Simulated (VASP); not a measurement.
# NaI (P1) in VASP: single point with LDA

Aim: the single point of NaI with LDA.

Program: VASP 6.6.1. These are calculated values, not measurements. Logs are shortened: lines on timing, memory, paths and dates and some standing lists are left out, and cuts for length are marked.

### Step 1. The cell of the first run

The typed cell holds 8 atoms: a = 9.154 Å, b = 9.154 Å, c = 4.577 Å, α = 60.00°, β = 60.00°, γ = 60.00°.

### Step 2. Single point, LDA

Contents of INCAR:

```
SYSTEM = NaI
PREC = Accurate ; ENCUT = 400
EDIFF = 1E-6 ; ISMEAR = 0
SIGMA = 0.01 ; LREAL = .FALSE.
LASPH = .TRUE. ; NELM = 120
ALGO = Normal ; ISIF = 2
LWAVE = .FALSE. ; LCHARG = .FALSE.
NBANDS = 38 ; GGA_COMPAT = .FALSE.
```

Contents of KPOINTS:

```
Automatic mesh
0
G
  1 1 2
  0 0 0
```

Contents of POSCAR:

```
NaI
1.0
    0.0000000000      6.4728000000      6.4728000000
    6.4728000000      0.0000000000      6.4728000000
    3.2364000000      3.2364000000      0.0000000000
Na I
4 4
Direct
    0.0074758219     -0.0059656563     -0.0217876344
   -0.0078606631      0.5051375757     -0.0107506798
    0.5139357002     -0.0062283710     -0.0245494994
    0.5030760258      0.4900726888      0.0184666605
    0.2450794092      0.2474195093      0.5084899889
    0.2437707793      0.7504800859      0.5047069275
    0.7548066525      0.2506339606      0.4937160116
    0.7539758682      0.7523839760      0.4972444692
```

Potentials or basis: VASP PAW LDA potentials, release 64 (Na_pv, I).

Launch:

```sh
> cat potpaw_LDA.64/Na_pv/POTCAR potpaw_LDA.64/I/POTCAR > POTCAR
> mpirun -np 1 vasp_std > vasp.out
```

OUTCAR:

```text
SYSTEM = NaI
   PREC = Accurate
   ENCUT = 400
   EDIFF = 1E-6
   ISMEAR = 0
   LREAL = .FALSE.
   LASPH = .TRUE.
   NELM = 120
   ISIF = 2

 ion  position               nearest neighbor table
   1  0.007  0.994  0.978-   6 3.11   5 3.18
   2  0.992  0.505  0.989-   8 3.13
   3  0.514  0.994  0.975-   8 3.11
   4  0.503  0.490  0.018-   7 3.17
   5  0.245  0.247  0.508-   1 3.18
   6  0.244  0.750  0.505-   1 3.11
   7  0.755  0.251  0.494-   4 3.17
   8  0.754  0.752  0.497-   3 3.11   2 3.13

  LATTYP: Found a base centered orthorhombic cell.
 ALAT       =     9.1539215465
 B/A-ratio  =     1.4142135624
 C/A-ratio  =     0.5000000000

  Lattice vectors:

 A1 = (  -3.2364000000,   3.2364000000,  -6.4728000000)
 A2 = (  -3.2364000000,   3.2364000000,   6.4728000000)
 A3 = (   3.2364000000,   3.2364000000,   0.0000000000)

Analysis of symmetry for initial positions (statically):
=====================================================================
 Subroutine PRICEL returns:
 Original cell was already a primitive cell.

 Routine SETGRP: Setting up the symmetry group for a
 base centered orthorhombic supercell.

 Subroutine GETGRP returns: Found  1 space group operations
 (whereof  1 operations were pure point group operations)
 out of a pool of  8 trial point group operations.

The static configuration has the point symmetry C_1 .

Analysis of symmetry for dynamics (positions and initial velocities):
=====================================================================
 Subroutine PRICEL returns:
 Original cell was already a primitive cell.

 Routine SETGRP: Setting up the symmetry group for a
 base centered orthorhombic supercell.

 Subroutine GETGRP returns: Found  1 space group operations
 (whereof  1 operations were pure point group operations)
 out of a pool of  8 trial point group operations.

The dynamic configuration has the point symmetry C_1 .

 Subroutine INISYM returns: Found  1 space group operations
 (whereof  1 operations are pure point group operations),
 and found     1 'primitive' translations

----------------------------------------------------------------------------------------

                                     Primitive cell

  volume of cell :     271.1918

  direct lattice vectors                    reciprocal lattice vectors
     0.000000000  6.472800000  6.472800000    -0.077246323  0.077246323  0.077246323
     6.472800000  0.000000000  6.472800000     0.077246323 -0.077246323  0.077246323
     3.236400000  3.236400000  0.000000000     0.154492646  0.154492646 -0.154492646

  length of vectors
     9.153921547  9.153921547  4.576960773     0.133794556  0.133794556  0.267589113

  position of ions in fractional coordinates (direct lattice)
     0.007475822  0.994034344  0.978212366
     0.992139337  0.505137576  0.989249320
     0.513935700  0.993771629  0.975450501
     0.503076026  0.490072689  0.018466661
     0.245079409  0.247419509  0.508489989
     0.243770779  0.750480086  0.504706928
     0.754806653  0.250633961  0.493716012
     0.753975868  0.752383976  0.497244469

  ion indices of the primitive-cell ions
   primitive index   ion index
                 1           1
                 2           2
                 3           3
                 4           4
                 5           5
                 6           6
                 7           7
                 8           8

----------------------------------------------------------------------------------------

 KPOINTS: Automatic mesh

Automatic generation of k-mesh.
 Grid dimensions read from file:
 generate k-points for:    1    1    2

 Generating k-lattice:

  Cartesian coordinates                     Fractional coordinates (reciprocal lattice)
    -0.077246323  0.077246323  0.077246323     1.000000000  0.000000000  0.000000000
     0.077246323 -0.077246323  0.077246323     0.000000000  1.000000000  0.000000000
     0.077246323  0.077246323 -0.077246323     0.000000000  0.000000000  0.500000000

  Length of vectors
     0.133794556  0.133794556  0.133794556

  Shift w.r.t. Gamma in fractional coordinates (k-lattice)
     0.000000000  0.000000000  0.000000000

 Subroutine IBZKPT returns following result:
 ===========================================

 Found      2 irreducible k-points:

 Following reciprocal coordinates:
            Coordinates               Weight
  0.000000  0.000000  0.000000      1.000000
  0.000000  0.000000  0.500000      1.000000
   k-points           NKPTS =      2   k-points in BZ     NKDIM =      2   number of bands    NBANDS=     38
   number of dos      NEDOS =    301   number of ions     NIONS =      8
   total plane-waves  NPLWV = 108000
   dimension x,y,z NGX =    60 NGY =   60 NGZ =   30
   dimension x,y,z NGXF=   120 NGYF=  120 NGZF=   60
   ions per type =               4   4
   NGX,Y,Z   is equivalent  to a cutoff of  10.90, 10.90, 10.90 a.u.
   NGXF,Y,Z  is equivalent  to a cutoff of  21.79, 21.79, 21.79 a.u.
 SYSTEM =  NaI
   PREC   = accura    normal or accurate (medium, high low for compatibility)
   ISTART =      0    job   : 0-new  1-cont  2-samecut
   ICHARG =      2    charge: 1-file 2-atom 10-const
   ISPIN  =      1    spin polarized calculation?
   LNONCOLLINEAR =      F non collinear calculations
   LSORBIT =      F    spin-orbit coupling
   LASPH  =      T    aspherical Exc in radial PAW
   ENCUT  =  400.0 eV  29.40 Ry    5.42 a.u.  14.93 14.93  7.46*2*pi/ulx,y,z
   NELM   =    120;   NELMIN=  2; NELMDL= -5     # of ELM steps
   EDIFF  = 0.1E-05   stopping-criterion for ELM
   LREAL  =      F    real-space projection
   EDIFFG = 0.1E-04   stopping-criterion for IOM
   NSW    =      0    number of steps for IOM
   IBRION =     -1    ionic relax: 0-MD 1-quasi-New 2-CG
   NFREE  =      0    steps in history (QN), initial steepest desc. (CG)
   ISIF   =      2    stress and relaxation
   ISYM   =      2    0-nonsym 1-usesym 2-fastsym
   POTIM  = 0.5000    time-step for ionic-motion
   TEBEG  =    0.0;   TEEND  =   0.0 temperature during run
   PSTRESS=    0.0 pullay stress
   NELECT =      56.0000    total number of electrons
   NUPDOWN=      -1.0000    fix difference up-down
   EMIN   =  10.00;   EMAX   =-10.00  energy-range for DOS
   EFERMI =   0.00;   METHOD = LEGACY
   ISMEAR =     0;   SIGMA  =   0.01  broadening in eV -4-tet -1-fermi 0-gaus
   EFERMI_NEDOS =   21; number of points for ismear=-14 and -15
   IALGO  =     38    algorithm
   IMIX   =      4    mixing-type and parameters
     AMIX     =   0.40;   BMIX     =  1.00
     AMIX_MAG =   1.60;   BMIX_MAG =  1.00
  volume/ion in A,a.u.               =      33.90       228.76
  Fermi-wavevector in a.u.,A,eV,Ry     =   0.967636  1.828567 12.739397  0.936319
  Thomas-Fermi vector in A             =   2.097538
   LORBIT       =      0    0 simple, 1 ext, 2 COOP (PROOUT), +10 PAW based schemes
   GGA     = CA    functional components
   LHFCALC =     F    Hartree Fock is set to
   AEXX    =    0.0000 exact exchange contribution
   IVDW    =     0    specifies the selected vdW correction
   LEPSILON=     F    determine dielectric tensor
   LRPA    =     F    only Hartree local field effects (RPA)
 non-spin polarized calculation
 Gauss-broadening in eV      SIGMA  =   0.01
  energy-cutoff  :      400.00
  volume of cell :      271.19
 maximum number of plane-waves:      4925
 NGX is ok and might be reduce to    60
   NGX = 29   NGY = 29   NGZ = 15

 number of electron      56.0000007 magnetization

 Free energy of the ion-electron system (eV)
  ---------------------------------------------------
  ext. energy  EPLUGINS =         0.00000000
  ---------------------------------------------------
  free energy    TOTEN  =       -22.06616927 eV

  energy without entropy =      -22.06616927  energy(sigma->0) =      -22.06616927

 E-fermi :   0.9631     XC(G=0):  -8.0441

 val. band max:        0.8462138289   @ k =   0.0000   0.0000   0.0000
 cond. band min:       4.0236444810   @ k =   0.0000   0.0000   0.0000
 fundamental gap:      3.1774306521
 Fermi energy:         0.9630903864

 k-point     1 :       0.0000    0.0000    0.0000
  band No.  band energies     occupation
      1     -21.9793      2.00000
      2     -21.9764      2.00000
      3     -21.9763      2.00000
      4     -21.9541      2.00000
      5     -21.9513      2.00000
      6     -21.9509      2.00000
[... 30 lines left out ...]
     37       7.9463      0.00000
     38       8.4516      0.00000

 k-point     2 :       0.0000    0.0000    0.5000
  band No.  band energies     occupation
      1     -21.9792      2.00000
      2     -21.9787      2.00000
      3     -21.9758      2.00000
      4     -21.9540      2.00000
      5     -21.9535      2.00000
      6     -21.9507      2.00000
[... 30 lines left out ...]
     37       7.9466      0.00000
     38       7.9514      0.00000

------------------------ aborting loop because EDIFF is reached ----------------------------------------

  FORCE on cell =-STRESS in cart. coord.  units (eV):
  Direction    XX          YY          ZZ          XY          YZ          ZX
  --------------------------------------------------------------------------------------
  -------------------------------------------------------------------------------------
  Total        1.2848196      1.1976187      1.1649770      0.0114404     -0.0063650      0.0154347
  in kB        7.5906012      7.0754259      6.8825814      0.0675887     -0.0376038      0.0911867
  external PRESSURE =       7.1828695 kB  Pullay stress =       0.0000000 kB

 VOLUME and BASIS-vectors are now :
 -----------------------------------------------------------------------------
  energy-cutoff  :      400.00
  volume of cell :      271.19
      direct lattice vectors                 reciprocal lattice vectors
     0.000000000  6.472800000  6.472800000    -0.077246323  0.077246323  0.077246323
     6.472800000  0.000000000  6.472800000     0.077246323 -0.077246323  0.077246323
     3.236400000  3.236400000  0.000000000     0.154492646  0.154492646 -0.154492646

 POSITION                                       TOTAL-FORCE (eV/Angst)
 -----------------------------------------------------------------------------------
      9.60007      3.21428      6.48257         0.065636      0.032231      0.030652
      6.47126      9.62353      9.69157        -0.043614      0.106176      0.028704
      9.58943      6.48355      9.75909         0.126085     -0.049575     -0.045744
      3.23191      3.31608      6.42845         0.012382     -0.067031     -0.017888
      3.24717      3.23203      3.18785        -0.054002      0.026799      0.049389
      6.49114      3.21131      6.43559        -0.108571      0.047676      0.015746
      3.22017      6.48358      6.50802         0.025296     -0.038723     -0.025318
      6.47931      6.48962      9.75037        -0.023211     -0.057553     -0.035541
 -----------------------------------------------------------------------------------
    total drift:                                0.000654     -0.000028     -0.000065

  FREE ENERGIE OF THE ION-ELECTRON SYSTEM (eV)
  ---------------------------------------------------
  free  energy   TOTEN  =       -22.0661692748 eV

  energy  without entropy=      -22.0661692748  energy(sigma->0) =      -22.06616927
```

It took 38 s on 1 thread of Intel Xeon 8259CL, shared host; peak memory 0.24 GiB.

Results:

```yaml
Free_energy: -22.0662 eV
Pressure: 0.7 GPa
Largest_force: 0.143 eV/Å
Band_gap_on_the_k_mesh: 3.18 eV
```

Forces on the atoms (eV/Å):
```
Na   0.066  0.032  0.031
Na  -0.044  0.106  0.029
Na   0.126 -0.050 -0.046
Na   0.012 -0.067 -0.018
I   -0.054  0.027  0.049
I   -0.109  0.048  0.016
I    0.025 -0.039 -0.025
I   -0.023 -0.058 -0.036
```

Levels at points of the mesh, in eV from the valence-band top:
| k point | band 24 | band 25 | band 26 | band 27 | band 28 | band 29 | band 30 | band 31 | band 32 | band 33 |
| --- | --- | --- | --- | --- | --- | --- | --- | --- | --- | --- |
| (0.00, 0.00, 0.00) | -0.33 | -0.32 | -0.03 | -0.02 | 0.00 | 3.18 | 4.06 | 4.68 | 4.70 | 5.21 |
| (0.00, 0.00, 0.50) | -0.82 | -0.33 | -0.32 | -0.32 | -0.31 | 4.06 | 4.06 | 4.68 | 4.69 | 5.21 |

Caveat: the k points lie up to 0.84 Å⁻¹ apart; spin-orbit coupling is left out, which moves the levels of the heavy elements.
